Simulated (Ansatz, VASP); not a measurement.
**Two plane-wave programs on Ge2Sb2Te5**

```
Te Sb Ge
1.0
     4.29406   -0.04294    0.00000
    -2.18422    3.74024    0.00000
     0.00000    0.00000   17.10135
Te Sb Ge
5 2 2
Direct
  0.66667 0.33333 0.41989
  0.33333 0.66667 0.58011
  0.33333 0.66667 0.20154
  0.66667 0.33333 0.79846
  0.00000 0.00000 0.00000
  0.00000 0.00000 0.32007
  0.00000 0.00000 0.67993
  0.66667 0.33333 0.10290
  0.33333 0.66667 0.89711
```

Alike in both runs: task single point; functional PBE; k mesh 5 × 5 × 2; occupations fermi-dirac, width 0.05 eV; no spin polarisation.

```csv
,VASP,Ansatz
version,VASP 6.6.1,Ansatz 0.2.0
potentials or method,"VASP PAW PBE potentials, release 64 (Te, Sb, Ge_d)",Ansatz PAW
plane-wave cutoff (eV),500,420
valence electrons in the cell,68,138
```

Ansatz gave:

- gap on the k mesh at the Fermi level (eV): 0.18
- least direct gap on the mesh (eV): 0.18
- pressure (GPa): 0.3
- traceless stress, the component that is largest in VASP (GPa): 0.72
- rms of the force components (eV/Å): 0.045

Which values does VASP return?

gap on the k mesh at the Fermi level (eV): 0.17; least direct gap on the mesh (eV): 0.17; pressure (GPa): 0.3; traceless stress, the component that is largest in VASP (GPa): 0.72; rms of the force components (eV/Å): 0.042.

Atom by atom the forces differ by 0.008 eV/Å (rms over components). VASP's potentials hold 68 valence electrons a cell and Ansatz's 138, so a difference there can come from the potentials and not from the codes.

Neither program's run includes spin-orbit coupling. Noted on Ansatz's run: odd divisions of the mesh miss points on the zone boundary, where band edges often lie, so the gap on the mesh can be too wide.
